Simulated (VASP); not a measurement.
# BiTe (R-3m) in VASP: further runs

Runs on BiTe. Level: PBEsol. Tasks: single point.

Program: VASP 6.6.1. These are calculated values, not measurements. Logs are shortened: lines on timing, memory, paths and dates and some standing lists are left out, and cuts for length are marked.

**1. The cell of the first run**

It takes space group R-3m (No. 166, trigonal). Conventional cell: a = 4.845 Å, b = 4.845 Å, c = 10.250 Å, α = 90.00°, β = 90.00°, γ = 120.00°. Within 4.5 Å of Bi (site symmetry -3m) lie 6 Te at 3.28 Å and 6 Bi at 4.42 Å. Te (site symmetry -3m) has 6 Bi at 3.28 Å and 6 Te at 4.42 Å within 4.5 Å.

**2. Single point, PBEsol (strain +0.000 along x and y, +0.030 along z)**

Input file INCAR:

```
ALGO = Normal ; EDIFF = 1E-6
ENCUT = 520 ; GGA = PS
ISIF = 2 ; ISMEAR = 0
LASPH = True ; LCHARG = False
LREAL = False ; LWAVE = False
NBANDS = 18 ; NELM = 60
PREC = Accurate ; SIGMA = 0.15
```

Input file KPOINTS:

```
k-points
0
Gamma
  12 12 12
```

Input file POSCAR:

```
BiTe
1.0
    2.4227077728      1.3987509848      3.4168107131
   -2.4227077728      1.3987509848      3.4168107131
    0.0000000000     -2.7975019696      3.4168107131
Bi Te
1 1
Direct
    0.5000000000      0.5000000000      0.5000000000
    0.0000000000      0.0000000000      0.0000000000
```

Potentials or basis: VASP PAW PBE potentials, release 64 (Bi_d, Te).

Run with:

```
$ cat potpaw_PBE.64/Bi_d/POTCAR potpaw_PBE.64/Te/POTCAR > POTCAR
$ mpirun -np 1 vasp_std > vasp.out
```

OUTCAR:

```text
EDIFF = 1E-6
   ENCUT = 520
   GGA = PS
   ISIF = 2
   ISMEAR = 0
   LASPH = True
   LREAL = False
   NELM = 60
   PREC = Accurate

 ion  position               nearest neighbor table
   1  0.500  0.500  0.500-   2 3.28   2 3.28   2 3.28   2 3.28   2 3.28   2 3.28
   2  0.000  0.000  0.000-   1 3.28   1 3.28   1 3.28   1 3.28   1 3.28   1 3.28

  LATTYP: Found a trigonal (rhomboedric) cell.
 ALAT       =     4.4159498094
 COS(alpha) =     0.3980175867

  Lattice vectors:

 A1 = (   2.4227077728,   1.3987509848,   3.4168107131)
 A2 = (  -2.4227077728,   1.3987509848,   3.4168107131)
 A3 = (   0.0000000000,  -2.7975019696,   3.4168107131)

Analysis of symmetry for initial positions (statically):
=====================================================================
 Subroutine PRICEL returns:
 Original cell was already a primitive cell.

 Routine SETGRP: Setting up the symmetry group for a
 trigonal (rhombohedral) supercell.

 Subroutine GETGRP returns: Found 12 space group operations
 (whereof 12 operations were pure point group operations)
 out of a pool of 12 trial point group operations.

The static configuration has the point symmetry D_3d.

Analysis of symmetry for dynamics (positions and initial velocities):
=====================================================================
 Subroutine PRICEL returns:
 Original cell was already a primitive cell.

 Routine SETGRP: Setting up the symmetry group for a
 trigonal (rhombohedral) supercell.

 Subroutine GETGRP returns: Found 12 space group operations
 (whereof 12 operations were pure point group operations)
 out of a pool of 12 trial point group operations.

The dynamic configuration has the point symmetry D_3d.

 Subroutine INISYM returns: Found 12 space group operations
 (whereof 12 operations are pure point group operations),
 and found     1 'primitive' translations

----------------------------------------------------------------------------------------

                                     Primitive cell

  volume of cell :      69.4726

  direct lattice vectors                    reciprocal lattice vectors
     2.422707773  1.398750985  3.416810713     0.206380648  0.119153923  0.097556863
    -2.422707773  1.398750985  3.416810713    -0.206380648  0.119153923  0.097556863
     0.000000000 -2.797501970  3.416810713     0.000000000 -0.238307845  0.097556863

  length of vectors
     4.415949809  4.415949809  4.415949809     0.257503341  0.257503341  0.257503341

  position of ions in fractional coordinates (direct lattice)
     0.500000000  0.500000000  0.500000000
     0.000000000  0.000000000  0.000000000

[... 77 lines left out ...]
   LREAL  =      F    real-space projection
   EDIFFG = 0.1E-04   stopping-criterion for IOM
   NSW    =      0    number of steps for IOM
   IBRION =     -1    ionic relax: 0-MD 1-quasi-New 2-CG
   NFREE  =      0    steps in history (QN), initial steepest desc. (CG)
   ISIF   =      2    stress and relaxation
   ISYM   =      2    0-nonsym 1-usesym 2-fastsym
   POTIM  = 0.5000    time-step for ionic-motion
   TEBEG  =    0.0;   TEEND  =   0.0 temperature during run
   PSTRESS=    0.0 pullay stress
   NELECT =      21.0000    total number of electrons
   NUPDOWN=      -1.0000    fix difference up-down
   EMIN   =  10.00;   EMAX   =-10.00  energy-range for DOS
   EFERMI =   0.00;   METHOD = LEGACY
   ISMEAR =     0;   SIGMA  =   0.15  broadening in eV -4-tet -1-fermi 0-gaus
   EFERMI_NEDOS =   21; number of points for ismear=-14 and -15
   IALGO  =     38    algorithm
   IMIX   =      4    mixing-type and parameters
     AMIX     =   0.40;   BMIX     =  1.00
     AMIX_MAG =   1.60;   BMIX_MAG =  1.00
  volume/ion in A,a.u.               =      34.74       234.41
  Fermi-wavevector in a.u.,A,eV,Ry     =   1.098694  2.076230 16.423978  1.207128
  Thomas-Fermi vector in A             =   2.235076
   LORBIT       =      0    0 simple, 1 ext, 2 COOP (PROOUT), +10 PAW based schemes
   GGA     = PS    functional components
   LHFCALC =     F    Hartree Fock is set to
   AEXX    =    0.0000 exact exchange contribution
   IVDW    =     0    specifies the selected vdW correction
   LEPSILON=     F    determine dielectric tensor
   LRPA    =     F    only Hartree local field effects (RPA)
 non-spin polarized calculation
 Gauss-broadening in eV      SIGMA  =   0.15
  energy-cutoff  :      520.00
  volume of cell :       69.47
 maximum number of plane-waves:      1885
 NGX is ok and might be reduce to    36
   NGX = 17   NGY = 17   NGZ = 17

 number of electron      21.0000003 magnetization

 Free energy of the ion-electron system (eV)
  ---------------------------------------------------
  ext. energy  EPLUGINS =         0.00000000
  ---------------------------------------------------
  free energy    TOTEN  =        -7.95315897 eV

  energy without entropy =       -7.93546740  energy(sigma->0) =       -7.94431319

 E-fermi :   6.1699     XC(G=0):  -9.4956

 val. band max:        6.1572715998   @ k =   0.4167   0.2500   0.1667
 cond. band min:       6.1754982006   @ k =  -0.3333   0.2500   0.1667
 fundamental gap:      0.0182266008
 Fermi energy:         6.1699104127

 k-point     1 :       0.0000    0.0000    0.0000
  band No.  band energies     occupation
      1     -16.9401      2.00000
      2     -16.9401      2.00000
      3     -16.9316      2.00000
      4     -16.9316      2.00000
      5     -16.9205      2.00000
      6      -7.1480      2.00000
[... 481 lines left out ...]
      5     -16.9167      2.00000
      6      -5.3057      2.00000
[... 10 lines left out ...]
     17      15.1399      0.00000
     18      15.7678      0.00000

 [... further k-points ...]

------------------------ aborting loop because EDIFF is reached ----------------------------------------

  FORCE on cell =-STRESS in cart. coord.  units (eV):
  Direction    XX          YY          ZZ          XY          YZ          ZX
  --------------------------------------------------------------------------------------
  -------------------------------------------------------------------------------------
  Total       -1.5353038     -1.5353038     -1.4486664      0.0000000     -0.0000000      0.0000000
  in kB      -35.4071772    -35.4071772    -33.4091445      0.0000000     -0.0000000      0.0000000
  external PRESSURE =     -34.7411663 kB  Pullay stress =       0.0000000 kB

 VOLUME and BASIS-vectors are now :
 -----------------------------------------------------------------------------
  energy-cutoff  :      520.00
  volume of cell :       69.47
      direct lattice vectors                 reciprocal lattice vectors
     2.422707773  1.398750985  3.416810713     0.206380648  0.119153923  0.097556863
    -2.422707773  1.398750985  3.416810713    -0.206380648  0.119153923  0.097556863
     0.000000000 -2.797501970  3.416810713     0.000000000 -0.238307845  0.097556863

 POSITION                                       TOTAL-FORCE (eV/Angst)
 -----------------------------------------------------------------------------------
      0.00000      0.00000      5.12522        -0.000000      0.000000      0.000000
      0.00000      0.00000      0.00000         0.000000     -0.000000     -0.000000
 -----------------------------------------------------------------------------------
    total drift:                               -0.000000     -0.000000      0.000000

  FREE ENERGIE OF THE ION-ELECTRON SYSTEM (eV)
  ---------------------------------------------------
  free  energy   TOTEN  =        -7.9531589737 eV

  energy  without entropy=       -7.9354674030  energy(sigma->0) =       -7.94431319
```

OSZICAR:

```text
N       E                     dE             d eps       ncg     rms          rms(c)
DAV:   1     0.156593380097E+03    0.15659E+03   -0.99066E+03  6816   0.112E+03
DAV:   2     0.417838877329E+01   -0.15241E+03   -0.14858E+03  7216   0.301E+02
DAV:   3    -0.764832723527E+01   -0.11827E+02   -0.11702E+02  8276   0.880E+01
DAV:   4    -0.798608355050E+01   -0.33776E+00   -0.33743E+00  8646   0.159E+01
DAV:   5    -0.799781512533E+01   -0.11732E-01   -0.11731E-01  9002   0.275E+00    0.585E+00
DAV:   6    -0.795266047309E+01    0.45155E-01   -0.14085E-01  9844   0.233E+00    0.362E+00
DAV:   7    -0.795345978950E+01   -0.79932E-03   -0.28681E-02  7980   0.906E-01    0.726E-01
DAV:   8    -0.795310581986E+01    0.35397E-03   -0.39951E-03  8500   0.443E-01    0.122E-01
DAV:   9    -0.795316188116E+01   -0.56061E-04   -0.46039E-04  7754   0.135E-01    0.502E-02
DAV:  10    -0.795316129585E+01    0.58531E-06   -0.23226E-05  8900   0.298E-02    0.321E-02
DAV:  11    -0.795315972873E+01    0.15671E-05   -0.10381E-05  9080   0.240E-02    0.792E-03
DAV:  12    -0.795315897365E+01    0.75507E-06   -0.15980E-06  4992   0.106E-02
   1 F= -.79531590E+01 E0= -.79443132E+01  d E =-.176916E-01
```

Run time: 3.4 min. Hardware: 1 thread of Intel Xeon Platinum 8488C (Sapphire Rapids), shared host; peak memory 0.37 GiB.

Results:

```yaml
Free_energy: -7.9532 eV
Pressure: -3.5 GPa
Band_gap_on_the_k_mesh: zero (an odd number of electrons rules out a gap without spin polarisation)
```

Caveat: the cell differs from its parent crystal (strain +0.000 along x and y, +0.030 along z); the cell stands under tension; the PAW data sets were made with another functional, which shifts forces and pressure a little; spin-orbit coupling is left out, which moves the levels of the heavy elements.

**3. Single point, PBEsol (strain +0.030 along x and y, -0.030 along z)**

Input file INCAR:

```
SYSTEM = BiTe
PREC = Accurate
ENCUT = 520
EDIFF = 1E-7
ISMEAR = 0
SIGMA = 0.15
LREAL = .FALSE.
LASPH = .TRUE.
NELM = 80
ALGO = Normal
ISIF = 2
LWAVE = .FALSE.
LCHARG = .FALSE.
GGA = PS
NBANDS = 18
```

Input file KPOINTS:

```
Automatic mesh
0
G
  12 12 12
  0 0 0
```

Input file POSCAR:

```
BiTe
1.0
    2.4953890060      1.4407135143      3.2177731959
   -2.4953890060      1.4407135143      3.2177731959
    0.0000000000     -2.8814270287      3.2177731959
Bi Te
1 1
Direct
    0.5000000000      0.5000000000      0.5000000000
    0.0000000000      0.0000000000      0.0000000000
```

Potentials or basis: VASP PAW PBE potentials, release 64 (Bi_d, Te).

Run with:

```
$ cat potpaw_PBE.64/Bi_d/POTCAR potpaw_PBE.64/Te/POTCAR > POTCAR
$ mpirun -np 1 vasp_std > vasp.out
```

OUTCAR:

```text
SYSTEM = BiTe
   PREC = Accurate
   ENCUT = 520
   EDIFF = 1E-7
   ISMEAR = 0
   LREAL = .FALSE.
   LASPH = .TRUE.
   NELM = 80
   ISIF = 2
   GGA = PS

 ion  position               nearest neighbor table
   1  0.500  0.500  0.500-   2 3.30   2 3.30   2 3.30   2 3.30   2 3.30   2 3.30
   2  0.000  0.000  0.000-   1 3.30   1 3.30   1 3.30   1 3.30   1 3.30   1 3.30

  LATTYP: Found a trigonal (rhomboedric) cell.
 ALAT       =     4.3193386139
 COS(alpha) =     0.3324681274

  Lattice vectors:

 A1 = (   2.4953890060,   1.4407135143,   3.2177731959)
 A2 = (  -2.4953890060,   1.4407135143,   3.2177731959)
 A3 = (   0.0000000000,  -2.8814270287,   3.2177731959)

Analysis of symmetry for initial positions (statically):
=====================================================================
 Subroutine PRICEL returns:
 Original cell was already a primitive cell.

 Routine SETGRP: Setting up the symmetry group for a
 trigonal (rhombohedral) supercell.

 Subroutine GETGRP returns: Found 12 space group operations
 (whereof 12 operations were pure point group operations)
 out of a pool of 12 trial point group operations.

The static configuration has the point symmetry D_3d.

Analysis of symmetry for dynamics (positions and initial velocities):
=====================================================================
 Subroutine PRICEL returns:
 Original cell was already a primitive cell.

 Routine SETGRP: Setting up the symmetry group for a
 trigonal (rhombohedral) supercell.

 Subroutine GETGRP returns: Found 12 space group operations
 (whereof 12 operations were pure point group operations)
 out of a pool of 12 trial point group operations.

The dynamic configuration has the point symmetry D_3d.

 Subroutine INISYM returns: Found 12 space group operations
 (whereof 12 operations are pure point group operations),
 and found     1 'primitive' translations

[... 110 lines left out ...]
   EFERMI_NEDOS =   21; number of points for ismear=-14 and -15
   IALGO  =     38    algorithm
   IMIX   =      4    mixing-type and parameters
     AMIX     =   0.40;   BMIX     =  1.00
     AMIX_MAG =   1.60;   BMIX_MAG =  1.00
  volume/ion in A,a.u.               =      34.71       234.20
  Fermi-wavevector in a.u.,A,eV,Ry     =   1.099024  2.076854 16.433840  1.207853
  Thomas-Fermi vector in A             =   2.235411
   LORBIT       =      0    0 simple, 1 ext, 2 COOP (PROOUT), +10 PAW based schemes
   GGA     = PS    functional components
   LHFCALC =     F    Hartree Fock is set to
   AEXX    =    0.0000 exact exchange contribution
   IVDW    =     0    specifies the selected vdW correction
   LEPSILON=     F    determine dielectric tensor
   LRPA    =     F    only Hartree local field effects (RPA)
 non-spin polarized calculation
 Gauss-broadening in eV      SIGMA  =   0.15
  energy-cutoff  :      520.00
  volume of cell :       69.41
 maximum number of plane-waves:      1896
   NGX = 17   NGY = 17   NGZ = 17

 number of electron      20.9999992 magnetization

 Free energy of the ion-electron system (eV)
  ---------------------------------------------------
  ext. energy  EPLUGINS =         0.00000000
  ---------------------------------------------------
  free energy    TOTEN  =        -7.92765848 eV

  energy without entropy =       -7.91382181  energy(sigma->0) =       -7.92074014

 E-fermi :   6.1025     XC(G=0):  -9.5204

 val. band max:        6.0966106546   @ k =  -0.4167   0.5000   0.4167
 cond. band min:       6.1126878182   @ k =   0.4167   0.4167   0.2500
 fundamental gap:      0.0160771636
 Fermi energy:         6.1024520879

 k-point     1 :       0.0000    0.0000    0.0000
  band No.  band energies     occupation
      1     -17.0012      2.00000
      2     -17.0012      2.00000
      3     -16.9879      2.00000
      4     -16.9879      2.00000
      5     -16.9728      2.00000
      6      -7.0983      2.00000
[... 481 lines left out ...]
      5     -16.9705      2.00000
      6      -5.3039      2.00000
[... 10 lines left out ...]
     17      14.8148      0.00000
     18      16.2904      0.00000

 [... further k-points ...]

------------------------ aborting loop because EDIFF is reached ----------------------------------------

  FORCE on cell =-STRESS in cart. coord.  units (eV):
  Direction    XX          YY          ZZ          XY          YZ          ZX
  --------------------------------------------------------------------------------------
  -------------------------------------------------------------------------------------
  Total       -2.1434344     -2.1434344     -1.2405737      0.0000000      0.0000000      0.0000000
  in kB      -49.4764127    -49.4764127    -28.6358824      0.0000000      0.0000000      0.0000000
  external PRESSURE =     -42.5295693 kB  Pullay stress =       0.0000000 kB

 VOLUME and BASIS-vectors are now :
 -----------------------------------------------------------------------------
  energy-cutoff  :      520.00
  volume of cell :       69.41
      direct lattice vectors                 reciprocal lattice vectors
     2.495389006  1.440713514  3.217773196     0.200369561  0.115683420  0.103591308
    -2.495389006  1.440713514  3.217773196    -0.200369561  0.115683420  0.103591308
     0.000000000 -2.881427029  3.217773196     0.000000000 -0.231366840  0.103591308

 POSITION                                       TOTAL-FORCE (eV/Angst)
 -----------------------------------------------------------------------------------
      0.00000     -0.00000      4.82666         0.000000      0.000000     -0.000000
      0.00000      0.00000      0.00000        -0.000000     -0.000000      0.000000
 -----------------------------------------------------------------------------------
    total drift:                               -0.000000      0.000000     -0.000000

  FREE ENERGIE OF THE ION-ELECTRON SYSTEM (eV)
  ---------------------------------------------------
  free  energy   TOTEN  =        -7.9276584752 eV

  energy  without entropy=       -7.9138218094  energy(sigma->0) =       -7.92074014
```

Run time: 2.1 min. Hardware: 1 thread of Intel Xeon Platinum 8488C (Sapphire Rapids), shared host; peak memory 0.35 GiB.

Results:

| Property | Result |
| --- | --- |
| Free energy | -7.9277 eV |
| Pressure | -4.3 GPa |
| Band gap on the k mesh | zero (an odd number of electrons rules out a gap without spin polarisation) |

Stress tensor (GPa, compression positive):
```
-4.95  0.00  0.00
 0.00 -4.95  0.00
 0.00  0.00 -2.86
```

Caveat: the cell differs from its parent crystal (strain +0.030 along x and y, -0.030 along z); the cell stands under tension; the PAW data sets were made with another functional, which shifts forces and pressure a little; spin-orbit coupling is left out, which moves the levels of the heavy elements.
